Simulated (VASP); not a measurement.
# Mg2C (Fm-3m) in VASP: single point with HSE06

Aim: the single point of Mg2C with HSE06.

Everything below comes from runs of VASP 6.6.1. Logs are shortened: lines on timing, memory, paths and dates and some standing lists are left out, and cuts for length are marked.

### 1 The cell of the first run

It takes space group Fm-3m (No. 225, cubic). Conventional cell: a = 5.422 Å, b = 5.422 Å, c = 5.422 Å, α = 90.00°, β = 90.00°, γ = 90.00°. C (site symmetry m-3m) has 8 Mg at 2.35 Å within 3.1 Å. Mg (site symmetry -43m) has 4 C at 2.35 Å and 6 Mg at 2.71 Å within 3.1 Å.

### 2 Single point, HSE06

POSCAR reads:

```
Mg2C
1.0
    0.0000000000      2.7109426093      2.7109426093
    2.7109426093      0.0000000000      2.7109426093
    2.7109426093      2.7109426093      0.0000000000
C Mg
1 2
Direct
    0.0000000000      0.0000000000      0.0000000000
    0.2500000000      0.2500000000      0.2500000000
    0.7500000000      0.7500000000      0.7500000000
```

INCAR.step1 reads:

```
PREC = Accurate
ENCUT = 520
EDIFF = 1E-5
ISMEAR = 0
SIGMA = 0.01
LREAL = F
LASPH = T
NELM = 60
ALGO = Normal
ISIF = 2
LWAVE = T
LCHARG = F
NBANDS = 11
GGA = PE
```

INCAR.step2 reads:

```
PREC = Accurate
ENCUT = 520
EDIFF = 1E-6
ISMEAR = 0
SIGMA = 0.01
LREAL = F
LASPH = T
NELM = 60
ALGO = Normal
ISIF = 2
LWAVE = F
LCHARG = F
GGA = PE
LHFCALC = T
HFSCREEN = 0.2079
PRECFOCK = Normal
NBANDS = 11
ISTART = 1
```

KPOINTS reads:

```
Automatic mesh
0
Gamma
  4 4 4
```

Potentials or basis: VASP PAW PBE potentials, release 64 (C, Mg).

On the command line:

```
$ cat potpaw_PBE.64/C/POTCAR potpaw_PBE.64/Mg/POTCAR > POTCAR
$ cp INCAR.step1 INCAR
$ mpirun -np 1 vasp_std > vasp.out
$ cp INCAR.step2 INCAR
$ mpirun -np 1 vasp_std > vasp.out
```

OUTCAR:

```text
PREC = Accurate
   ENCUT = 520
   EDIFF = 1E-6
   ISMEAR = 0
   LREAL = F
   LASPH = T
   NELM = 60
   ISIF = 2
   GGA = PE
   LHFCALC = T
   HFSCREEN = 0.2079
   PRECFOCK = Normal
   ISTART = 1

 ion  position               nearest neighbor table
   1  0.000  0.000  0.000-   3 2.35   3 2.35   3 2.35   2 2.35   3 2.35   2 2.35   2 2.35   2 2.35

   2  0.250  0.250  0.250-   1 2.35   1 2.35   1 2.35   1 2.35   3 2.71   3 2.71   3 2.71   3 2.71
                             3 2.71   3 2.71
   3  0.750  0.750  0.750-   1 2.35   1 2.35   1 2.35   1 2.35   2 2.71   2 2.71   2 2.71   2 2.71
                             2 2.71   2 2.71

  LATTYP: Found a face centered cubic cell.
 ALAT       =     5.4218852186

  Lattice vectors:

 A1 = (   0.0000000000,   2.7109426093,   2.7109426093)
 A2 = (   2.7109426093,   0.0000000000,   2.7109426093)
 A3 = (   2.7109426093,   2.7109426093,   0.0000000000)

Analysis of symmetry for initial positions (statically):
=====================================================================
 Subroutine PRICEL returns:
 Original cell was already a primitive cell.

 Routine SETGRP: Setting up the symmetry group for a
 face centered cubic supercell.

 Subroutine GETGRP returns: Found 48 space group operations
[... 9 lines left out ...]

 Routine SETGRP: Setting up the symmetry group for a
 face centered cubic supercell.

 Subroutine GETGRP returns: Found 48 space group operations
[... 11 lines left out ...]
                                     Primitive cell

  volume of cell :      39.8466

  direct lattice vectors                    reciprocal lattice vectors
     0.000000000  2.710942609  2.710942609    -0.184437693  0.184437693  0.184437693
     2.710942609  0.000000000  2.710942609     0.184437693 -0.184437693  0.184437693
     2.710942609  2.710942609  0.000000000     0.184437693  0.184437693 -0.184437693

  length of vectors
     3.833851805  3.833851805  3.833851805     0.319455455  0.319455455  0.319455455

  position of ions in fractional coordinates (direct lattice)
     0.000000000  0.000000000  0.000000000
     0.250000000  0.250000000  0.250000000
     0.750000000  0.750000000  0.750000000

  ion indices of the primitive-cell ions
   primitive index   ion index
                 1           1
                 2           2
                 3           3

----------------------------------------------------------------------------------------
[... 67 lines left out ...]
   EFERMI =   0.00;   METHOD = LEGACY
   ISMEAR =     0;   SIGMA  =   0.01  broadening in eV -4-tet -1-fermi 0-gaus
   EFERMI_NEDOS =   21; number of points for ismear=-14 and -15
   IALGO  =     38    algorithm
   IMIX   =      1    mixing-type and parameters
     AMIX     =   0.40;   BMIX     =  1.00
     AMIX_MAG =   1.60;   BMIX_MAG =  1.00
  volume/ion in A,a.u.               =      13.28        89.63
  Fermi-wavevector in a.u.,A,eV,Ry     =   0.958608  1.811507 12.502799  0.918930
  Thomas-Fermi vector in A             =   2.087731
   LORBIT       =      0    0 simple, 1 ext, 2 COOP (PROOUT), +10 PAW based schemes
   GGA     = PE    functional components
   LHFCALC =     T    Hartree Fock is set to
   PRECFOCK=normal    Normal, Fast or Accurate (Low or Medium for compatibility)
   ENCUT4O =  -1.0   cutoff for four orbital integrals eV
   NKREDX  =     1    reduce k-point grid by
   NKREDY  =     1    reduce k-point grid by
   NKREDZ  =     1    reduce k-point grid by
   AEXX    =    0.2500 exact exchange contribution
   HFSCREEN=    0.2079 screening length (either q_TF or 0.3 A-1)
   HFSCREENC=   0.2079 screening length for correlation (either q_TF or 0.3 A-1)
   ENCUTFOCK=  -1.0 apply spherical cutoff to Coloumb kernel
   IVDW    =     0    specifies the selected vdW correction
   LEPSILON=     F    determine dielectric tensor
   LRPA    =     F    only Hartree local field effects (RPA)
 non-spin polarized calculation
 Gauss-broadening in eV      SIGMA  =   0.01
  energy-cutoff  :      520.00
  volume of cell :       39.85
 maximum number of plane-waves:      1090
 NGX is ok and might be reduce to    30
  NGX = 24; NGY = 24; NGZ = 24

 number of electron       8.0000000 magnetization

 Free energy of the ion-electron system (eV)
  ---------------------------------------------------
  ext. energy  EPLUGINS =         0.00000000
  ---------------------------------------------------
  free energy    TOTEN  =       -12.89520532 eV

  energy without entropy =      -12.89520532  energy(sigma->0) =      -12.89520532

 E-fermi :   3.4018     XC(G=0):  -8.2228

 val. band max:        3.2685558520   @ k =   0.0000   0.0000   0.0000
 cond. band min:       4.6510824735   @ k =   0.5000   0.5000   0.0000
 fundamental gap:      1.3825266216
 Fermi energy:         3.4017752110

 k-point     1 :       0.0000    0.0000    0.0000
  band No.  band energies     occupation
      1      -8.7005      2.00000
      2       3.2686      2.00000
      3       3.2686      2.00000
      4       3.2686      2.00000
      5       5.5880      0.00000
      6      10.8969      0.00000
      7      10.8969      0.00000
      8      10.8969      0.00000
      9      14.0828      0.00000
     10      14.0828      0.00000
     11      15.1639      0.00000
[... 85 lines left out ...]
 k-point     8 :      -0.2500    0.5000    0.2500
  band No.  band energies     occupation
      1      -6.4510      2.00000
      2      -0.0943      2.00000
      3      -0.0943      2.00000
      4       0.6364      2.00000
      5       7.2921      0.00000
      6      10.5523      0.00000
      7      11.4196      0.00000
      8      11.4196      0.00000
      9      14.9920      0.00000
     10      14.9920      0.00000
     11      19.8791      0.00000

------------------------ aborting loop because EDIFF is reached ----------------------------------------

  FORCE on cell =-STRESS in cart. coord.  units (eV):
  Direction    XX          YY          ZZ          XY          YZ          ZX
  --------------------------------------------------------------------------------------
  -------------------------------------------------------------------------------------
  Total       -0.1933158     -0.1933158     -0.1933158      0.0000000      0.0000000     -0.0000000
  in kB       -7.7729687     -7.7729687     -7.7729687      0.0000000      0.0000000     -0.0000000
  external PRESSURE =      -7.7729687 kB  Pullay stress =       0.0000000 kB

 VOLUME and BASIS-vectors are now :
 -----------------------------------------------------------------------------
  energy-cutoff  :      520.00
  volume of cell :       39.85
      direct lattice vectors                 reciprocal lattice vectors
     0.000000000  2.710942609  2.710942609    -0.184437693  0.184437693  0.184437693
     2.710942609  0.000000000  2.710942609     0.184437693 -0.184437693  0.184437693
     2.710942609  2.710942609  0.000000000     0.184437693  0.184437693 -0.184437693

 POSITION                                       TOTAL-FORCE (eV/Angst)
 -----------------------------------------------------------------------------------
      0.00000      0.00000      0.00000        -0.000000      0.000000     -0.000000
      1.35547      1.35547      1.35547        -0.000000     -0.000000     -0.000000
      4.06641      4.06641      4.06641         0.000000      0.000000      0.000000
 -----------------------------------------------------------------------------------
    total drift:                                0.000005      0.000005      0.000005

  FREE ENERGIE OF THE ION-ELECTRON SYSTEM (eV)
  ---------------------------------------------------
  free  energy   TOTEN  =       -12.8952053239 eV

  energy  without entropy=      -12.8952053239  energy(sigma->0) =      -12.89520532
```

OSZICAR.step1:

```text
N       E                     dE             d eps       ncg     rms          rms(c)
DAV:   1     0.998488450087E+01    0.99849E+01   -0.31851E+03   176   0.593E+02
DAV:   2    -0.120275994277E+02   -0.22012E+02   -0.21033E+02   224   0.858E+01
DAV:   3    -0.138072141704E+02   -0.17796E+01   -0.17736E+01   217   0.228E+01
DAV:   4    -0.138195261980E+02   -0.12312E-01   -0.12311E-01   214   0.233E+00
DAV:   5    -0.138195880324E+02   -0.61834E-04   -0.61834E-04   203   0.169E-01    0.708E+00
DAV:   6    -0.114430767710E+02    0.23765E+01   -0.14196E+01   197   0.140E+01    0.214E+00
DAV:   7    -0.114275415975E+02    0.15535E-01   -0.17464E-01   176   0.261E+00    0.146E+00
DAV:   8    -0.114091938636E+02    0.18348E-01   -0.53539E-02   176   0.179E+00    0.605E-01
DAV:   9    -0.114067673092E+02    0.24266E-02   -0.30295E-03   206   0.290E-01    0.371E-01
DAV:  10    -0.114060284430E+02    0.73887E-03   -0.37572E-03   188   0.292E-01    0.236E-02
DAV:  11    -0.114060303036E+02   -0.18606E-05   -0.45219E-05   185   0.401E-02
   1 F= -.11406030E+02 E0= -.11406030E+02  d E =-.152564E-24
```

Wall time 3.7 min (1 thread of Intel Xeon Platinum 8259CL at 2.50GHz (Skylake/Cascade Lake), shared host); peak memory 0.27 GiB.

What came out:

```
Free energy            : -12.8952 eV
Pressure               : -0.8 GPa
Band gap on the k mesh : 1.38 eV, indirect (least direct gap 2.32 eV)
```

Levels at points of the mesh, in eV from the valence-band top:
| k point | band 1 | band 2 | band 3 | band 4 | band 5 | band 6 | band 7 | band 8 | band 9 |
| --- | --- | --- | --- | --- | --- | --- | --- | --- | --- |
| (0.00, 0.00, 0.00) | -11.97 | 0.00 | 0.00 | 0.00 | 2.32 | 7.63 | 7.63 | 7.63 | 10.81 |
| (0.50, 0.00, 0.00) | -10.30 | -5.24 | -0.47 | -0.47 | 4.39 | 6.57 | 6.57 | 7.05 | 12.75 |
| (0.50, 0.50, 0.00) | -9.77 | -4.45 | -1.71 | -1.71 | 1.38 | 5.04 | 10.57 | 10.78 | 10.78 |

Caveat: the k points lie up to 0.50 Å⁻¹ apart; the PAW data sets were made with another functional, which shifts forces and pressure a little.
